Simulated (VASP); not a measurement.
# GeSb3O2 (P-6m2) in VASP: further runs

The runs below take GeSb3O2 through single point, with PBE.

All numbers are computed with VASP 6.6.1; they aren't measurements. Logs are shortened: lines on timing, memory, paths and dates and some standing lists are left out, and cuts for length are marked.

## Step 1: The cell of the first run

Symmetry: P-6m2, No. 187, hexagonal system. Conventional cell: a = 4.677 Å, b = 4.677 Å, c = 6.162 Å, α = 90.00°, β = 90.00°, γ = 120.00°. Within 3.6 Å of Ge (site symmetry -6m2) lie 5 Sb at 2.70 to 3.08 Å and 6 O at 3.14 Å. Sb (site symmetry -6m2) has 3 Sb at 2.70 Å and 6 O at 3.08 Å and 2 Ge at 3.08 Å within 3.6 Å. Sb (site symmetry -6m2) has 3 Ge at 2.70 Å and 2 Sb at 3.08 Å and 6 O at 3.14 Å within 3.6 Å. Within 3.6 Å of Sb (site symmetry -6m2) lie 5 Sb at 2.70 to 3.08 Å and 6 O at 3.08 Å. O (site symmetry 3m) has 2 O at 2.95 to 3.21 Å and 9 Sb at 3.08 to 3.14 Å and 3 Ge at 3.14 Å within 3.9 Å.

## Step 2: Single point, PBE

Contents of INCAR:

```
ALGO = Normal
EDIFF = 1E-7
ENCUT = 520
GGA = PE
ISIF = 2
ISMEAR = 0
LASPH = True
LCHARG = True
LELF = True
LREAL = False
LVHAR = True
LWAVE = False
NBANDS = 30
NELM = 80
PREC = Accurate
SIGMA = 0.1
```

Contents of KPOINTS:

```
k-points
0
Gamma
  6 6 2
```

Contents of POSCAR:

```
GeSb3O2
1.0
    4.6772771465      0.0000000000      0.0000000000
   -2.3386385733      4.0506408294      0.0000000000
    0.0000000000      0.0000000000      6.1623166609
Ge Sb O
1 3 2
Direct
    0.6666666667      0.3333333333      0.0000000000
    0.6666666667      0.3333333333      0.5000000000
    0.0000000000      0.0000000000      0.0000000000
    0.0000000000      0.0000000000      0.5000000000
    0.3333333333      0.6666666667      0.2605000992
    0.3333333333      0.6666666667      0.7394999008
```

Potentials or basis: VASP PAW PBE potentials, release 64 (Ge_d, Sb, O).

Started as:

```
$ cat potpaw_PBE.64/Ge_d/POTCAR potpaw_PBE.64/Sb/POTCAR potpaw_PBE.64/O/POTCAR > POTCAR
$ mpirun -np 1 vasp_std > vasp.out
```

OUTCAR:

```text
EDIFF = 1E-7
   ENCUT = 520
   GGA = PE
   ISIF = 2
   ISMEAR = 0
   LASPH = True
   LREAL = False
   NELM = 80
   PREC = Accurate

 ion  position               nearest neighbor table
   1  0.667  0.333  0.000-   3 2.70   3 2.70   3 2.70   2 3.08   2 3.08
   2  0.667  0.333  0.500-   4 2.70   4 2.70   4 2.70   1 3.08   1 3.08
   3  0.000  0.000  0.000-   1 2.70   1 2.70   1 2.70   4 3.08   4 3.08
   4  0.000  0.000  0.500-   2 2.70   2 2.70   2 2.70   3 3.08   3 3.08
   5  0.333  0.667  0.261-
   6  0.333  0.667  0.739-

  LATTYP: Found a hexagonal cell.
 ALAT       =     4.6772771465
 C/A-ratio  =     1.3175008596

  Lattice vectors:

 A1 = (   4.6772771465,   0.0000000000,   0.0000000000)
 A2 = (  -2.3386385733,   4.0506408294,   0.0000000000)
 A3 = (   0.0000000000,   0.0000000000,   6.1623166609)

Analysis of symmetry for initial positions (statically):
=====================================================================
 Subroutine PRICEL returns:
 Original cell was already a primitive cell.

 Routine SETGRP: Setting up the symmetry group for a
 hexagonal supercell.

 Subroutine GETGRP returns: Found 12 space group operations
 (whereof 12 operations were pure point group operations)
 out of a pool of 24 trial point group operations.

The static configuration has the point symmetry D_3h.

Analysis of symmetry for dynamics (positions and initial velocities):
=====================================================================
 Subroutine PRICEL returns:
 Original cell was already a primitive cell.

 Routine SETGRP: Setting up the symmetry group for a
 hexagonal supercell.

 Subroutine GETGRP returns: Found 12 space group operations
 (whereof 12 operations were pure point group operations)
 out of a pool of 24 trial point group operations.

The dynamic configuration has the point symmetry D_3h.

 Subroutine INISYM returns: Found 12 space group operations
 (whereof 12 operations are pure point group operations),
 and found     1 'primitive' translations

----------------------------------------------------------------------------------------

                                     Primitive cell

  volume of cell :     116.7511

  direct lattice vectors                    reciprocal lattice vectors
     4.677277146  0.000000000  0.000000000     0.213799604  0.123437259  0.000000000
    -2.338638573  4.050640829  0.000000000     0.000000000  0.246874517  0.000000000
     0.000000000  0.000000000  6.162316661     0.000000000  0.000000000  0.162276633

  length of vectors
     4.677277146  4.677277147  6.162316661     0.246874517  0.246874517  0.162276633

  position of ions in fractional coordinates (direct lattice)
     0.666666667  0.333333333  0.000000000
     0.666666667  0.333333333  0.500000000
     0.000000000  0.000000000  0.000000000
     0.000000000  0.000000000  0.500000000
     0.333333333  0.666666667  0.260500099
     0.333333333  0.666666667  0.739499901

  ion indices of the primitive-cell ions
   primitive index   ion index
                 1           1
                 2           2
                 3           3
                 4           4
                 5           5
                 6           6

----------------------------------------------------------------------------------------

 KPOINTS: k-points

Automatic generation of k-mesh.
 Grid dimensions read from file:
 generate k-points for:    6    6    2

 Generating k-lattice:

  Cartesian coordinates                     Fractional coordinates (reciprocal lattice)
     0.035633267  0.020572876  0.000000000     0.166666667  0.000000000  0.000000000
     0.000000000  0.041145753  0.000000000     0.000000000  0.166666667  0.000000000
     0.000000000  0.000000000  0.081138317     0.000000000  0.000000000  0.500000000

  Length of vectors
     0.041145753  0.041145753  0.081138317

  Shift w.r.t. Gamma in fractional coordinates (k-lattice)
     0.000000000  0.000000000  0.000000000

 Subroutine IBZKPT returns following result:
 ===========================================

 Found     14 irreducible k-points:

 Following reciprocal coordinates:
            Coordinates               Weight
  0.000000  0.000000  0.000000      1.000000
  0.166667  0.000000  0.000000      6.000000
  0.333333  0.000000  0.000000      6.000000
  0.500000  0.000000  0.000000      3.000000
  0.166667  0.166667  0.000000      6.000000
  0.333333  0.166667  0.000000     12.000000
  0.333333  0.333333  0.000000      2.000000
  0.000000  0.000000  0.500000      1.000000
  0.166667  0.000000  0.500000      6.000000
  0.333333  0.000000  0.500000      6.000000
  0.500000  0.000000  0.500000      3.000000
  0.166667  0.166667  0.500000      6.000000
  0.333333  0.166667  0.500000     12.000000
  0.333333  0.333333  0.500000      2.000000
   k-points           NKPTS =     14   k-points in BZ     NKDIM =     14   number of bands    NBANDS=     30
   number of dos      NEDOS =    301   number of ions     NIONS =      6
   total plane-waves  NPLWV =  62208
   dimension x,y,z NGX =    36 NGY =   36 NGZ =   48
   dimension x,y,z NGXF=    72 NGYF=   72 NGZF=   96
   ions per type =               1   3   2
   NGX,Y,Z   is equivalent  to a cutoff of  12.80, 12.80, 12.95 a.u.
   NGXF,Y,Z  is equivalent  to a cutoff of  25.59, 25.59, 25.90 a.u.
 SYSTEM =  unknown system
   PREC   = accura    normal or accurate (medium, high low for compatibility)
   ISTART =      0    job   : 0-new  1-cont  2-samecut
   ICHARG =      2    charge: 1-file 2-atom 10-const
   ISPIN  =      1    spin polarized calculation?
   LNONCOLLINEAR =      F non collinear calculations
   LSORBIT =      F    spin-orbit coupling
   LASPH  =      T    aspherical Exc in radial PAW
   ENCUT  =  520.0 eV  38.22 Ry    6.18 a.u.   8.70  8.70 11.46*2*pi/ulx,y,z
   NELM   =     80;   NELMIN=  2; NELMDL= -5     # of ELM steps
   EDIFF  = 0.1E-06   stopping-criterion for ELM
   LREAL  =      F    real-space projection
   EDIFFG = 0.1E-05   stopping-criterion for IOM
   NSW    =      0    number of steps for IOM
   IBRION =     -1    ionic relax: 0-MD 1-quasi-New 2-CG
   NFREE  =      0    steps in history (QN), initial steepest desc. (CG)
   ISIF   =      2    stress and relaxation
   ISYM   =      2    0-nonsym 1-usesym 2-fastsym
   POTIM  = 0.5000    time-step for ionic-motion
   TEBEG  =    0.0;   TEEND  =   0.0 temperature during run
   PSTRESS=    0.0 pullay stress
   NELECT =      41.0000    total number of electrons
   NUPDOWN=      -1.0000    fix difference up-down
   EMIN   =  10.00;   EMAX   =-10.00  energy-range for DOS
   EFERMI =   0.00;   METHOD = LEGACY
   ISMEAR =     0;   SIGMA  =   0.10  broadening in eV -4-tet -1-fermi 0-gaus
   EFERMI_NEDOS =   21; number of points for ismear=-14 and -15
   IALGO  =     38    algorithm
   IMIX   =      4    mixing-type and parameters
     AMIX     =   0.40;   BMIX     =  1.00
     AMIX_MAG =   1.60;   BMIX_MAG =  1.00
  volume/ion in A,a.u.               =      19.46       131.31
  Fermi-wavevector in a.u.,A,eV,Ry     =   1.155001  2.182636 18.150555  1.334028
  Thomas-Fermi vector in A             =   2.291633
   LORBIT       =      0    0 simple, 1 ext, 2 COOP (PROOUT), +10 PAW based schemes
   GGA     = PE    functional components
   LHFCALC =     F    Hartree Fock is set to
   AEXX    =    0.0000 exact exchange contribution
   IVDW    =     0    specifies the selected vdW correction
   LEPSILON=     F    determine dielectric tensor
   LRPA    =     F    only Hartree local field effects (RPA)
 non-spin polarized calculation
 Gauss-broadening in eV      SIGMA  =   0.10
  energy-cutoff  :      520.00
  volume of cell :      116.75
 maximum number of plane-waves:      3173
 NGX is ok and might be reduce to    36
   NGX = 17   NGY = 17   NGZ = 23

 number of electron      40.9999999 magnetization

 Free energy of the ion-electron system (eV)
  ---------------------------------------------------
  ext. energy  EPLUGINS =         0.00000000
  ---------------------------------------------------
  free energy    TOTEN  =       -23.92205918 eV

  energy without entropy =      -23.89525293  energy(sigma->0) =      -23.90865606

 E-fermi :   6.5057     XC(G=0): -10.4483

 val. band max:        6.4971413892   @ k =   0.1667   0.0000   0.5000
 cond. band min:       6.5114385374   @ k =   0.3333   0.1667   0.0000
 fundamental gap:      0.0142971482
 Fermi energy:         6.5057401201

 k-point     1 :       0.0000    0.0000    0.0000
  band No.  band energies     occupation
      1     -18.1685      2.00000
      2     -18.1421      2.00000
      3     -18.1421      2.00000
      4     -18.1299      2.00000
      5     -18.1299      2.00000
      6      -9.6465      2.00000
[... 22 lines left out ...]
     29      12.0235      0.00000
     30      12.0235      0.00000

 k-point     2 :       0.1667    0.0000    0.0000
  band No.  band energies     occupation
      1     -18.1681      2.00000
      2     -18.1422      2.00000
      3     -18.1421      2.00000
      4     -18.1300      2.00000
      5     -18.1293      2.00000
      6      -9.5877      2.00000
[... 22 lines left out ...]
     29      12.1926      0.00000
     30      12.9046      0.00000

 k-point     3 :       0.3333    0.0000    0.0000
  band No.  band energies     occupation
      1     -18.1674      2.00000
      2     -18.1425      2.00000
      3     -18.1421      2.00000
      4     -18.1302      2.00000
      5     -18.1282      2.00000
      6      -9.4666      2.00000
[... 22 lines left out ...]
     29      12.5354      0.00000
     30      13.2568      0.00000

 k-point     4 :       0.5000    0.0000    0.0000
  band No.  band energies     occupation
      1     -18.1670      2.00000
      2     -18.1427      2.00000
      3     -18.1421      2.00000
      4     -18.1303      2.00000
      5     -18.1277      2.00000
      6      -9.4042      2.00000
[... 286 lines left out ...]
     29      11.8313      0.00000
     30      14.3948      0.00000

 k-point    13 :       0.3333    0.1667    0.5000
  band No.  band energies     occupation
      1     -18.1670      2.00000
      2     -18.1426      2.00000
      3     -18.1422      2.00000
      4     -18.1303      2.00000
      5     -18.1276      2.00000
      6      -9.2897      2.00000
[... 22 lines left out ...]
     29      13.5884      0.00000
     30      14.2210      0.00000

 k-point    14 :       0.3333    0.3333    0.5000
  band No.  band energies     occupation
      1     -18.1668      2.00000
      2     -18.1426      2.00000
      3     -18.1424      2.00000
      4     -18.1304      2.00000
      5     -18.1273      2.00000
      6      -9.2687      2.00000
[... 22 lines left out ...]
     29      14.1693      0.00000
     30      14.5364      0.00000

------------------------ aborting loop because EDIFF is reached ----------------------------------------

  FORCE on cell =-STRESS in cart. coord.  units (eV):
  Direction    XX          YY          ZZ          XY          YZ          ZX
  --------------------------------------------------------------------------------------
  -------------------------------------------------------------------------------------
  Total        0.1956780      0.1956780     -0.0872014     -0.0000000      0.0000000      0.0000000
  in kB        2.6852932      2.6852932     -1.1966666     -0.0000000      0.0000000      0.0000000
  external PRESSURE =       1.3913066 kB  Pullay stress =       0.0000000 kB

 VOLUME and BASIS-vectors are now :
 -----------------------------------------------------------------------------
  energy-cutoff  :      520.00
  volume of cell :      116.75
      direct lattice vectors                 reciprocal lattice vectors
     4.677277146  0.000000000  0.000000000     0.213799604  0.123437259  0.000000000
    -2.338638573  4.050640829  0.000000000     0.000000000  0.246874517  0.000000000
     0.000000000  0.000000000  6.162316661     0.000000000  0.000000000  0.162276633

 POSITION                                       TOTAL-FORCE (eV/Angst)
 -----------------------------------------------------------------------------------
      2.33864      1.35021      0.00000         0.000000     -0.000000      0.000000
      2.33864      1.35021      3.08116        -0.000000      0.000000      0.000000
      0.00000      0.00000      0.00000        -0.000000      0.000000      0.000000
      0.00000      0.00000      3.08116         0.000000      0.000000      0.000000
     -0.00000      2.70043      1.60528         0.000000     -0.000000      0.011247
     -0.00000      2.70043      4.55703         0.000000     -0.000000     -0.011247
 -----------------------------------------------------------------------------------
    total drift:                                0.000000     -0.000000      0.000000

  FREE ENERGIE OF THE ION-ELECTRON SYSTEM (eV)
  ---------------------------------------------------
  free  energy   TOTEN  =       -23.9220591812 eV

  energy  without entropy=      -23.8952529292  energy(sigma->0) =      -23.90865606
```

It took 56 s on 1 thread of Intel Xeon Platinum 8259CL at 2.50GHz (Skylake/Cascade Lake), shared host; peak memory 0.25 GiB.

What came out:

* Free energy: -23.9221 eV
* Pressure: 0.1 GPa
* Largest force: 0.011 eV/Å

Forces on the atoms (eV/Å):
```
Ge   0.000  0.000  0.000
Sb   0.000  0.000  0.000
Sb   0.000  0.000  0.000
Sb   0.000  0.000  0.000
O    0.000  0.000  0.011
O    0.000  0.000 -0.011
```

Levels at points of the mesh, in eV from the Fermi level:
```
           k point  band 18  band 19  band 20  band 21  band 22  band 23  band 24  band 25
(0.00, 0.00, 0.00)    -1.33    -1.33    -1.32    -1.32    -0.39    -0.21     3.34     3.34
(0.50, 0.00, 0.00)    -0.77    -0.60    -0.17    -0.02     0.21     2.57     4.44     4.56
(0.00, 0.00, 0.50)    -2.07    -2.07    -1.74    -1.74    -0.08    -0.03     3.64     3.73
(0.50, 0.00, 0.50)    -0.34    -0.27     0.50     0.59     0.84     0.88     1.49     1.65
```

Caveat: the k points lie up to 0.51 Å⁻¹ apart; spin-orbit coupling is left out, which moves the levels of the heavy elements; an odd number of electrons without spin polarisation forces a metal; a magnetic or distorted state may lie lower.

## Step 3: Single point, PBE

This run uses another cell than the first one, of 22.73 Å³/atom, 1.168 times its volume.

Contents of INCAR:

```
ALGO = Normal ; EDIFF = 1E-6
ENCUT = 520 ; GGA = PE
ISIF = 2 ; ISMEAR = 0
LASPH = T ; LCHARG = F
LREAL = F ; LWAVE = F
NBANDS = 30 ; NELM = 60
PREC = Accurate ; SIGMA = 0.1
```

KPOINTS is that of step 2.

Contents of POSCAR:

```
GeSb3O2
1.0
    4.2130143400      0.0000000000      0.0000000000
   -2.1065071700      3.6485774400      0.0000000000
    0.0000000000      0.0000000000      8.8725395400
Ge Sb O
1 3 2
Direct
    0.6666666700      0.3333333300      0.0000000000
    0.6666666700      0.3333333300      0.5000000000
    0.0000000000      0.0000000000      0.0000000000
    0.0000000000      0.0000000000      0.5000000000
    0.3333333300      0.6666666700      0.2462391900
    0.3333333300      0.6666666700      0.7537608100
```

Potentials or basis: VASP PAW PBE potentials, release 64 (Ge_d, Sb, O).

Started as:

```
$ cat potpaw_PBE.64/Ge_d/POTCAR potpaw_PBE.64/Sb/POTCAR potpaw_PBE.64/O/POTCAR > POTCAR
$ mpirun -np 1 vasp_std > vasp.out
```

Run time: 56 s. Hardware: 1 thread of Intel Xeon Platinum 8259CL at 2.50GHz (Skylake/Cascade Lake), shared host; peak memory 0.27 GiB.

The run converged. Its results:

```yaml
Free_energy: -19.0435 eV
Pressure: 12.7 GPa
Largest_force: 0.067 eV/Å
```

Forces in eV/Å, atoms in the order of the input:
```
Ge   0.000  0.000  0.000
Sb   0.000  0.000  0.000
Sb   0.000  0.000  0.000
Sb   0.000  0.000  0.000
O    0.000  0.000 -0.067
O    0.000  0.000  0.067
```

Stress tensor (GPa, compression positive):
```
 25.60   0.00   0.00
  0.00  25.60   0.00
  0.00   0.00 -13.17
```

Levels at points of the mesh, in eV from the Fermi level:
```csv
k point,band 19,band 20,band 21,band 22,band 23,band 24
"(0.00, 0.00, 0.00)",-1.28,-1.08,-0.98,-0.98,0.28,1.93
"(0.50, 0.00, 0.00)",-1.04,-0.62,-0.43,-0.25,0.88,1.26
"(0.00, 0.00, 0.50)",-1.16,-1.12,-1.12,-0.53,-0.47,2.04
"(0.50, 0.00, 0.50)",-0.85,0.12,0.14,0.17,0.57,0.92
```

Caveat: spin-orbit coupling is left out, which moves the levels of the heavy elements; an odd number of electrons without spin polarisation forces a metal; a magnetic or distorted state may lie lower.

## Step 4: Single point, PBE

This run uses another cell than the first one, of 19.25 Å³/atom, 0.989 times its volume.

Contents of INCAR:

```
ALGO = Normal ; EDIFF = 1E-6
ENCUT = 520 ; GGA = PE
ISIF = 2 ; ISMEAR = 0
LASPH = True ; LCHARG = True
LELF = True ; LREAL = False
LVHAR = True ; LWAVE = False
NBANDS = 30 ; NELM = 100
PREC = Accurate ; SIGMA = 0.1
```

Contents of KPOINTS:

```
k-points
0
Gamma
  6 6 4
```

Contents of POSCAR:

```
GeSb3O2
1.0
    4.7253327701      0.0000000000      0.0000000000
   -2.3626663851      4.0922582202      0.0000000000
    0.0000000000      0.0000000000      5.9717837514
Ge Sb O
1 3 2
Direct
    0.6666666667      0.3333333333      0.0000000000
    0.6666666667      0.3333333333      0.5000000000
    0.0000000000      0.0000000000      0.0000000000
    0.0000000000      0.0000000000      0.5000000000
    0.3333333333      0.6666666667      0.2614624251
    0.3333333333      0.6666666667      0.7385375749
```

Started as:

```
$ cat potpaw_PBE.64/Ge_d/POTCAR potpaw_PBE.64/Sb/POTCAR potpaw_PBE.64/O/POTCAR > POTCAR
$ mpirun -np 1 vasp_std > vasp.out
```

Wall time 73 s (1 thread of Intel Xeon Platinum 8259CL at 2.50GHz (Skylake/Cascade Lake), shared host); peak memory 0.27 GiB.

Results (log left out):

| Item | Value |
| --- | --- |
| Free energy | -24.1532 eV |
| Pressure | -0.1 GPa |

Forces in eV/Å, atoms in the order of the input:
```
Ge   0.000  0.000  0.000
Sb   0.000  0.000  0.000
Sb   0.000  0.000  0.000
Sb   0.000  0.000  0.000
O    0.000  0.000  0.002
O    0.000  0.000 -0.002
```

Stress tensor (GPa, compression positive):
```
-0.07  0.00  0.00
 0.00 -0.07  0.00
 0.00  0.00 -0.28
```

Levels at points of the mesh, in eV from the Fermi level:
| k point | band 17 | band 18 | band 19 | band 20 | band 21 | band 22 | band 23 | band 24 | band 25 | band 26 |
| --- | --- | --- | --- | --- | --- | --- | --- | --- | --- | --- |
| (0.00, 0.00, 0.00) | -1.41 | -1.25 | -1.25 | -1.06 | -1.06 | -0.54 | -0.14 | 3.58 | 3.58 | 4.11 |
| (0.50, 0.00, 0.00) | -1.41 | -0.77 | -0.69 | -0.01 | 0.01 | 0.16 | 2.70 | 4.31 | 4.83 | 5.36 |
| (0.00, 0.00, 0.50) | -2.05 | -2.01 | -2.01 | -1.69 | -1.69 | 0.04 | 0.12 | 3.87 | 3.87 | 3.92 |
| (0.50, 0.00, 0.50) | -1.33 | -0.22 | -0.14 | 0.53 | 0.66 | 0.80 | 1.02 | 1.66 | 1.95 | 5.38 |

Caveat: spin-orbit coupling is left out, which moves the levels of the heavy elements; an odd number of electrons without spin polarisation forces a metal; a magnetic or distorted state may lie lower.

## Step 5: Summary

| cell | k mesh | gap on the mesh (eV) | pressure (GPa) | largest force (eV/Å) |
| --- | --- | --- | --- | --- |
| a = 4.677, b = 4.677, c = 6.162 Å, angles 90.0, 90.0, 120.0°, 6 atoms | 6 × 6 × 2 | none | 0.1 | 0.01 |
| a = 4.213, b = 4.213, c = 8.873 Å, angles 90.0, 90.0, 120.0°, 6 atoms | 6 × 6 × 2 | none | 12.7 | 0.07 |
| a = 4.725, b = 4.725, c = 5.972 Å, angles 90.0, 90.0, 120.0°, 6 atoms | 6 × 6 × 4 | none | -0.1 | - |

Alike in all rows: task single point; level PBE; potentials or basis VASP PAW PBE potentials, release 64 (Ge_d, Sb, O); no spin polarisation; cutoff (eV) 520; smearing gaussian 0.1 eV.

Caveats: some runs use coarse meshes; spin-orbit coupling is left out, which moves the levels of the heavy elements; an odd number of electrons without spin polarisation forces a metal; a magnetic or distorted state may lie lower.

Total energies depend on the potentials used, so only differences within one code and one set of settings carry meaning.
